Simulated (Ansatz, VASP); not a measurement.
# GePtN4: VASP beside Ansatz

```
Ge Pt N
1.0
     3.70962    0.00000    0.00000
     0.00000    3.70962    0.00000
     0.00000    0.00000    8.75649
Ge Pt N
1 1 4
Direct
  0.50000 0.50000 0.50000
  0.00000 0.00000 0.00000
  0.50000 0.00000 0.00000
  0.00000 0.50000 0.00000
  0.00000 0.00000 0.43181
  0.00000 0.00000 0.56819
```

Alike in both runs: functional PBE; k mesh 6 × 6 × 4; occupations gaussian, width 0.1 eV; no spin polarisation.

Ansatz relaxed the structure, and its values are those at the end. VASP's run is a single point on that final structure, the one shown.

|  | VASP | Ansatz |
| --- | --- | --- |
| version | VASP 6.6.1 | Ansatz 0.2.0 |
| potentials or method | VASP PAW PBE potentials, release 64 (Ge_d, Pt_sv_GW, N), cutoff 600 eV | scalar-relativistic, plane waves, PAW |
| valence electrons in the cell | 52 | 52 |

|  | VASP | Ansatz | Ansatz less VASP |
| --- | --- | --- | --- |
| gap on the k mesh at the Fermi level (eV) | none | none | - |
| pressure (GPa) | 0.2 | 0.1 | -0.08 |
| rms of the force components (eV/Å) | 0.155 | 0.003 | -0.1518 |

A gap of «none» marks a metal or a gap that the smearing closes. One of these differences is far larger than is usual between the two programs; its cause wasn't traced. The functional is the same, so the differences come from potentials, cutoffs and numerics.

Spin-orbit coupling is off throughout. Noted on VASP's run: the standard files for N, O and F lose accuracy on very short bonds.
